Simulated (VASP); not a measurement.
# C (a cell with a defect) in VASP: notebook

Runs on C (a cell with a defect). Level: PBEsol. Tasks: single point.

Everything below comes from runs of VASP 6.6.1. Logs are shortened: lines on timing, memory, paths and dates and some standing lists are left out, and cuts for length are marked.

**1. The cell of the first run**

The cell holds a defect, 15 atoms: a = 5.026 Å, b = 5.026 Å, c = 5.026 Å, α = 60.00°, β = 60.00°, γ = 60.00°.

**2. Single point, PBEsol**

File INCAR:

```
SYSTEM = C
  PREC = Accurate
  ENCUT = 520
  EDIFF = 1E-7
  ISMEAR = 0
  SIGMA = 0.05
  LREAL = Auto
  LASPH = .True.
  NELM = 100
  ALGO = Normal
  ISIF = 2
  LWAVE = .False.
  LCHARG = .False.
  GGA = PS
  NBANDS = 43
```

File KPOINTS:

```
Automatic mesh
0
Gamma
  6 6 6
  0 0 0
```

File POSCAR:

```
C
1.0
    0.0000000000      3.5537981836     -3.5537981836
   -3.5537981836      0.0000000000     -3.5537981836
   -3.5537981836      3.5537981836      0.0000000000
C
15
Direct
    0.2500000000      0.7500000000      0.2500000000
    0.7500000000      0.2500000000      0.2500000000
    0.2500000000      0.2500000000      0.2500000000
    0.7500000000      0.7500000000      0.7500000000
    0.2500000000      0.7500000000      0.7500000000
    0.7500000000      0.2500000000      0.7500000000
    0.2500000000      0.2500000000      0.7500000000
    0.8750000000      0.3750000000      0.3750000000
    0.3750000000      0.3750000000      0.3750000000
    0.8794784069      0.8794784069      0.3191681863
    0.3750000000      0.8750000000      0.3750000000
    0.8750000000      0.3750000000      0.8750000000
    0.3750000000      0.3750000000      0.8750000000
    0.8750000000      0.8750000000      0.8750000000
    0.3750000000      0.8750000000      0.8750000000
```

Potentials or basis: VASP PAW PBE potentials, release 64 (C).

Command:

```
$ cat potpaw_PBE.64/C/POTCAR > POTCAR
$ mpirun -np 1 vasp_std > vasp.out
```

OUTCAR:

```text
SYSTEM = C
   PREC = Accurate
   ENCUT = 520
   EDIFF = 1E-7
   ISMEAR = 0
   LREAL = Auto
   LASPH = .True.
   NELM = 100
   ISIF = 2
   GGA = PS

 ion  position               nearest neighbor table
   1  0.250  0.750  0.250-  11 1.54   9 1.54  15 1.54  10 1.54
   2  0.750  0.250  0.250-   8 1.54   9 1.54  12 1.54  10 1.54
   3  0.250  0.250  0.250-   9 1.54   8 1.54  11 1.54  13 1.54
   4  0.750  0.750  0.750-  14 1.54  12 1.54  15 1.54  10 1.77
   5  0.250  0.750  0.750-  15 1.54  13 1.54  14 1.54  11 1.54
   6  0.750  0.250  0.750-  12 1.54   8 1.54  13 1.54  14 1.54
   7  0.250  0.250  0.750-  13 1.54  12 1.54   9 1.54  15 1.54
   8  0.875  0.375  0.375-   2 1.54   3 1.54   6 1.54
   9  0.375  0.375  0.375-   3 1.54   2 1.54   1 1.54   7 1.54
  10  0.879  0.879  0.319-   1 1.54   2 1.54   4 1.77
  11  0.375  0.875  0.375-   1 1.54   3 1.54   5 1.54
  12  0.875  0.375  0.875-   6 1.54   4 1.54   2 1.54   7 1.54
  13  0.375  0.375  0.875-   7 1.54   5 1.54   6 1.54   3 1.54
  14  0.875  0.875  0.875-   4 1.54   5 1.54   6 1.54
  15  0.375  0.875  0.875-   5 1.54   4 1.54   1 1.54   7 1.54

  LATTYP: Found a face centered cubic cell.
 ALAT       =     7.1075963672

  Lattice vectors:

 A1 = (   0.0000000000,   3.5537981836,  -3.5537981836)
 A2 = (  -3.5537981836,   0.0000000000,  -3.5537981836)
 A3 = (  -3.5537981836,   3.5537981836,   0.0000000000)

Analysis of symmetry for initial positions (statically):
=====================================================================
 Subroutine PRICEL returns:
 Original cell was already a primitive cell.

 Routine SETGRP: Setting up the symmetry group for a
 face centered cubic supercell.

 Subroutine GETGRP returns: Found  2 space group operations
 (whereof  2 operations were pure point group operations)
 out of a pool of 48 trial point group operations.

The static configuration has the point symmetry C_1h.

Analysis of symmetry for dynamics (positions and initial velocities):
=====================================================================
 Subroutine PRICEL returns:
 Original cell was already a primitive cell.

 Routine SETGRP: Setting up the symmetry group for a
 face centered cubic supercell.

 Subroutine GETGRP returns: Found  2 space group operations
 (whereof  2 operations were pure point group operations)
 out of a pool of 48 trial point group operations.

The dynamic configuration has the point symmetry C_1h.

 Subroutine INISYM returns: Found  2 space group operations
 (whereof  2 operations are pure point group operations),
 and found     1 'primitive' translations

----------------------------------------------------------------------------------------

                                     Primitive cell

  volume of cell :      89.7653

  direct lattice vectors                    reciprocal lattice vectors
     0.000000000  3.553798184 -3.553798184     0.140694540  0.140694540 -0.140694540
    -3.553798184  0.000000000 -3.553798184    -0.140694540 -0.140694540 -0.140694540
    -3.553798184  3.553798184  0.000000000    -0.140694540  0.140694540  0.140694540

  length of vectors
     5.025829589  5.025829589  5.025829589     0.243690091  0.243690091  0.243690091

  position of ions in fractional coordinates (direct lattice)
     0.250000000  0.750000000  0.250000000
     0.750000000  0.250000000  0.250000000
     0.250000000  0.250000000  0.250000000
     0.750000000  0.750000000  0.750000000
     0.250000000  0.750000000  0.750000000
     0.750000000  0.250000000  0.750000000
     0.250000000  0.250000000  0.750000000
     0.875000000  0.375000000  0.375000000
     0.375000000  0.375000000  0.375000000
     0.879478407  0.879478407  0.319168186
     0.375000000  0.875000000  0.375000000
     0.875000000  0.375000000  0.875000000
     0.375000000  0.375000000  0.875000000
     0.875000000  0.875000000  0.875000000
     0.375000000  0.875000000  0.875000000

  ion indices of the primitive-cell ions
   primitive index   ion index
                 1           1
                 2           2
                 3           3
                 4           4
                 5           5
                 6           6
                 7           7
                 8           8
                 9           9
                10          10
                11          11
                12          12
                13          13
                14          14
                15          15

----------------------------------------------------------------------------------------

 KPOINTS: Automatic mesh

Automatic generation of k-mesh.
 Grid dimensions read from file:
 generate k-points for:    6    6    6

 Generating k-lattice:

  Cartesian coordinates                     Fractional coordinates (reciprocal lattice)
     0.023449090  0.023449090 -0.023449090     0.166666667  0.000000000  0.000000000
    -0.023449090 -0.023449090 -0.023449090     0.000000000  0.166666667  0.000000000
    -0.023449090  0.023449090  0.023449090     0.000000000  0.000000000  0.166666667

  Length of vectors
     0.040615015  0.040615015  0.040615015

  Shift w.r.t. Gamma in fractional coordinates (k-lattice)
     0.000000000  0.000000000  0.000000000

 Subroutine IBZKPT returns following result:
 ===========================================

 Found     68 irreducible k-points:

 Following reciprocal coordinates:
            Coordinates               Weight
  0.000000  0.000000  0.000000      1.000000
  0.166667  0.000000  0.000000      4.000000
  0.000000  0.000000  0.166667      2.000000
  0.166667  0.166667  0.166667      2.000000
  0.333333  0.000000  0.000000      4.000000
  0.000000  0.000000  0.333333      2.000000
[... 16 lines left out ...]
  0.166667  0.166667 -0.333333      2.000000
  0.500000  0.333333  0.500000      4.000000
 [... further k-points ...]
   k-points           NKPTS =     68   k-points in BZ     NKDIM =     68   number of bands    NBANDS=     43
   number of dos      NEDOS =    301   number of ions     NIONS =     15
   total plane-waves  NPLWV =  64000
   dimension x,y,z NGX =    40 NGY =   40 NGZ =   40
   dimension x,y,z NGXF=    80 NGYF=   80 NGZF=   80
   ions per type =              15
   NGX,Y,Z   is equivalent  to a cutoff of  13.23, 13.23, 13.23 a.u.
   NGXF,Y,Z  is equivalent  to a cutoff of  26.46, 26.46, 26.46 a.u.
 SYSTEM =  C
   PREC   = accura    normal or accurate (medium, high low for compatibility)
   ISTART =      0    job   : 0-new  1-cont  2-samecut
   ICHARG =      2    charge: 1-file 2-atom 10-const
   ISPIN  =      1    spin polarized calculation?
   LNONCOLLINEAR =      F non collinear calculations
   LSORBIT =      F    spin-orbit coupling
   LASPH  =      T    aspherical Exc in radial PAW
   ENCUT  =  520.0 eV  38.22 Ry    6.18 a.u.   9.34  9.34  9.34*2*pi/ulx,y,z
   NELM   =    100;   NELMIN=  2; NELMDL= -5     # of ELM steps
   EDIFF  = 0.1E-06   stopping-criterion for ELM
   LREAL  =      T    real-space projection
   EDIFFG = 0.1E-05   stopping-criterion for IOM
   NSW    =      0    number of steps for IOM
   IBRION =     -1    ionic relax: 0-MD 1-quasi-New 2-CG
   NFREE  =      0    steps in history (QN), initial steepest desc. (CG)
   ISIF   =      2    stress and relaxation
   ISYM   =      2    0-nonsym 1-usesym 2-fastsym
   POTIM  = 0.5000    time-step for ionic-motion
   TEBEG  =    0.0;   TEEND  =   0.0 temperature during run
   PSTRESS=    0.0 pullay stress
   NELECT =      60.0000    total number of electrons
   NUPDOWN=      -1.0000    fix difference up-down
   EMIN   =  10.00;   EMAX   =-10.00  energy-range for DOS
   EFERMI =   0.00;   METHOD = LEGACY
   ISMEAR =     0;   SIGMA  =   0.05  broadening in eV -4-tet -1-fermi 0-gaus
   EFERMI_NEDOS =   21; number of points for ismear=-14 and -15
   IALGO  =     38    algorithm
   IMIX   =      4    mixing-type and parameters
     AMIX     =   0.40;   BMIX     =  1.00
     AMIX_MAG =   1.60;   BMIX_MAG =  1.00
  volume/ion in A,a.u.               =       5.98        40.38
  Fermi-wavevector in a.u.,A,eV,Ry     =   1.431383  2.704921 27.876392  2.048857
  Thomas-Fermi vector in A             =   2.551125
   LORBIT       =      0    0 simple, 1 ext, 2 COOP (PROOUT), +10 PAW based schemes
   GGA     = PS    functional components
   LHFCALC =     F    Hartree Fock is set to
   AEXX    =    0.0000 exact exchange contribution
   IVDW    =     0    specifies the selected vdW correction
   LEPSILON=     F    determine dielectric tensor
   LRPA    =     F    only Hartree local field effects (RPA)
 non-spin polarized calculation
 Gauss-broadening in eV      SIGMA  =   0.05
  energy-cutoff  :      520.00
  volume of cell :       89.77
 maximum number of plane-waves:      2450
 NGX is ok and might be reduce to    40
   NGX = 19   NGY = 19   NGZ = 19

 number of electron      59.9999993 magnetization

 Free energy of the ion-electron system (eV)
  ---------------------------------------------------
  ext. energy  EPLUGINS =         0.00000000
  ---------------------------------------------------
  free energy    TOTEN  =      -137.31178405 eV

  energy without entropy =     -137.30876438  energy(sigma->0) =     -137.31027422

 E-fermi :   9.6847     XC(G=0): -13.1947

 val. band max:        9.6637051849   @ k =   0.1667  -0.3333   0.3333
 cond. band min:       9.6915335251   @ k =   0.0000   0.5000   0.3333
 fundamental gap:      0.0278283402
 Fermi energy:         9.6847226128

 k-point     1 :       0.0000    0.0000    0.0000
  band No.  band energies     occupation
      1     -12.1900      2.00000
      2      -6.7041      2.00000
      3      -6.7034      2.00000
      4      -6.5087      2.00000
      5      -5.6912      2.00000
      6      -4.4049      2.00000
[... 1069 lines left out ...]
     41      18.0073      0.00000
     42      18.4158      0.00000

 [... further k-points ...]

 [bands above 42 left out]

------------------------ aborting loop because EDIFF is reached ----------------------------------------

  FORCE on cell =-STRESS in cart. coord.  units (eV):
  Direction    XX          YY          ZZ          XY          YZ          ZX
  --------------------------------------------------------------------------------------
  -------------------------------------------------------------------------------------
  Total       -5.9062669     -5.9062669     -0.2944514      3.2633611      2.0766122     -2.0766117
  in kB     -105.4181459   -105.4181459     -5.2555222     58.2461784     37.0644627    -37.0644526
  external PRESSURE =     -72.0306047 kB  Pullay stress =       0.0000000 kB

 VOLUME and BASIS-vectors are now :
 -----------------------------------------------------------------------------
  energy-cutoff  :      520.00
  volume of cell :       89.77
      direct lattice vectors                 reciprocal lattice vectors
     0.000000000  3.553798184 -3.553798184     0.140694540  0.140694540 -0.140694540
    -3.553798184  0.000000000 -3.553798184    -0.140694540 -0.140694540 -0.140694540
    -3.553798184  3.553798184  0.000000000    -0.140694540  0.140694540  0.140694540

 POSITION                                       TOTAL-FORCE (eV/Angst)
 -----------------------------------------------------------------------------------
     -3.55380      1.77690     -3.55380         1.510048     -0.538612     -0.510651
     -1.77690      3.55380     -3.55380         0.538612     -1.510048     -0.510651
     -1.77690      1.77690     -1.77690        -0.016005      0.016005     -0.870427
     -5.33070      5.33070     -5.33070         0.393681     -0.393681      0.770306
     -5.33070      3.55380     -3.55380         0.091279      0.724668     -0.210697
     -3.55380      5.33070     -3.55380        -0.724668     -0.091279     -0.210697
     -3.55380      3.55380     -1.77690        -0.029354      0.029354      0.028040
     -2.66535      4.44225     -4.44225         2.027812      1.952794      2.405315
     -2.66535      2.66535     -2.66535        -0.044674      0.044674      0.133168
     -4.25975      4.25975     -6.25098        -4.073629      4.073629      0.231346
     -4.44225      2.66535     -4.44225        -1.952794     -2.027812      2.405315
     -4.44225      6.21915     -4.44225        -0.235929     -0.692929     -0.710579
     -4.44225      4.44225     -2.66535         0.056623     -0.056623      0.080565
     -6.21915      6.21915     -6.21915         1.766068     -1.766068     -2.319773
     -6.21915      4.44225     -4.44225         0.692929      0.235929     -0.710579
 -----------------------------------------------------------------------------------
    total drift:                               -0.001145      0.001145      0.000924

  FREE ENERGIE OF THE ION-ELECTRON SYSTEM (eV)
  ---------------------------------------------------
  free  energy   TOTEN  =      -137.3117840532 eV

  energy  without entropy=     -137.3087643834  energy(sigma->0) =     -137.31027422
```

It took 12 min on 1 thread of Intel Xeon Platinum 8259CL at 2.50GHz (Skylake/Cascade Lake), shared host; peak memory 0.32 GiB.

What came out:

- Free energy: -137.3118 eV
- Pressure: -7.2 GPa
- Largest force: 5.766 eV/Å
- Band gap on the k mesh: zero (bands 30 and 31 overlap by 2.05 eV)

Forces on the atoms (eV/Å):
```
C    1.510 -0.539 -0.511
C    0.539 -1.510 -0.511
C   -0.016  0.016 -0.870
C    0.394 -0.394  0.770
C    0.091  0.725 -0.211
C   -0.725 -0.091 -0.211
C   -0.029  0.029  0.028
C    2.028  1.953  2.405
C   -0.045  0.045  0.133
C   -4.074  4.074  0.231
C   -1.953 -2.028  2.405
C   -0.236 -0.693 -0.711
C    0.057 -0.057  0.081
C    1.766 -1.766 -2.320
C    0.693  0.236 -0.711
```

Caveat: the cell differs from its parent crystal (atoms taken out, atom 10 moved 0.125 of the way to it and -0.175 Å across, host rigid); the PAW data sets were made with another functional, which shifts forces and pressure a little.

(Continued in part 2 of 2.)
